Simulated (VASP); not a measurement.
Input of a VASP 6.6.1 run:

The input INCAR:

```
PREC     = Accurate       # precision mode
ENCUT    = 520            # plane-wave cutoff, eV
EDIFF    = 1E-6           # SCF threshold, eV
ISMEAR   = 0              # smearing method
SIGMA    = 0.05           # smearing width, eV
LREAL    = Auto         
LASPH    = T              # aspherical terms in the spheres
NELM     = 60             # most SCF steps
ALGO     = Normal         # electronic algorithm
ISIF     = 2              # what is computed and relaxed
LWAVE    = F              # write WAVECAR
LCHARG   = F              # write CHGCAR
GGA      = CA             # functional
NBANDS   = 48             # bands
```

The input KPOINTS:

```
regular mesh
0
Gamma
  2 2 2
```

File POSCAR:

```
Si
1.0
    0.0000000000      5.4300000000      5.4300000000
    5.4300000000      0.0000000000      5.4300000000
    5.4300000000      5.4300000000      0.0000000000
Si
17
Direct
   -0.0008722836      0.0004943831     -0.0004253223
    0.1227152855      0.1229057090      0.1227712707
   -0.0031556169     -0.0032438306      0.5028907919
    0.1231197974      0.1232916206      0.6302470534
   -0.0032490792      0.5031838858     -0.0032835175
    0.1228143646      0.6312627993      0.1228694291
   -0.0031272560      0.5034020258      0.5029491713
    0.1263372928      0.6245612339      0.6245153775
    0.5027752302     -0.0032127993     -0.0031586556
    0.6297596685      0.1234357274      0.1233191529
    0.5030434622     -0.0031406998      0.5032469613
    0.6246305709      0.1260419890      0.6246370166
    0.5028371087      0.5034936464     -0.0031339779
    0.6245441989      0.6245963168      0.1262395948
    0.5001811234      0.4998964088      0.5000860958
    0.6246596685      0.6246953959      0.6246653775
    1.2491474217      0.2504809392      0.2495746777
```

Potentials or basis: VASP PAW LDA potentials, release 64 (Si).

The run is started by

```console
$ cat potpaw_LDA.64/Si/POTCAR > POTCAR
$ mpirun -np 1 vasp_std > vasp.out
```

(1) Estimate the largest force.

(2) Predict the band gap on the k mesh.

(3) What does it give for the pressure?

Answers

(1) 0.029 eV/Å.

(2) zero (bands 34 and 35 overlap by 0.24 eV).

(3) 1.7 GPa.

Caveat: the k points lie up to 0.50 Å⁻¹ apart.
